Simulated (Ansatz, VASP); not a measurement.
**InSb in VASP and in Ansatz**

Contents of INCAR:

```
PREC = Accurate ; ENCUT = 520
EDIFF = 1E-6 ; ISMEAR = 0
SIGMA = 0.15 ; LREAL = F
LASPH = T ; NELM = 60
ALGO = Normal ; ISIF = 2
LWAVE = F ; LCHARG = F
GGA = CA ; NBANDS = 16
```

The input KPOINTS:

```
Automatic mesh
0
Gamma
  14 14 14
```

Contents of POSCAR:

```
InSb
1.0
    0.0000000000      3.0735130000      3.1272994775
    3.0735130000      0.0000000000      3.1272994775
    3.0735130000      3.0735130000      0.0000000000
In Sb
1 1
Direct
    0.0000000000      0.0000000000      0.0000000000
    0.5000000000      0.5000000000      0.5000000000
```

Input for Ansatz:

```yaml
crystal:
  lattice:
    - [0.0, 3.073513, 3.1272994775]
    - [3.073513, 0.0, 3.1272994775]
    - [3.073513, 3.073513, 0.0]
  atoms:
    - { symbol: In, position: [0.0, 0.0, 0.0] }
    - { symbol: Sb, position: [0.5, 0.5, 0.5] }
basis:
  ecutwfc: 420
kpoints:
  mp_grid: { grid: [14, 14, 14] }
hamiltonian:
  xc: lda
scf:
  occupations: { method: gaussian, width: 0.15 }
output:
  forces: true
  stress: true
  eigenvalues: true
```

Change from the starting cell: strain +0.0175 x Voigt [0, 0, 1, 0, 0, 0], atoms carried along.

Alike in both runs: task single point; functional LDA; k mesh 14 × 14 × 14; occupations gaussian, width 0.15 eV; no spin polarisation.

|  | VASP | Ansatz |
| --- | --- | --- |
| version | VASP 6.6.1 | Ansatz 0.2.0 |
| potentials or method | VASP PAW LDA potentials, release 64 (In_d, Sb), cutoff 520 eV | scalar-relativistic, plane waves, PAW |
| valence electrons in the cell | 18 | 28 |

|  | VASP | Ansatz | Ansatz less VASP |
| --- | --- | --- | --- |
| gap on the k mesh at the Fermi level (eV) | none | none | - |
| pressure (GPa) | -4.7 | -4.7 | -0.04 |
| traceless stress, the component that is largest in VASP (GPa) | -0.61 | -0.61 | +0.003 |

LDA's correlation is that of Perdew and Zunger in VASP and of Perdew and Wang (1992) in Ansatz. A gap of «none» marks a metal or a gap that the smearing closes. VASP's potentials hold 18 valence electrons a cell and Ansatz's 28, so a difference there can come from the potentials and not from the codes.

Neither program's run includes spin-orbit coupling.
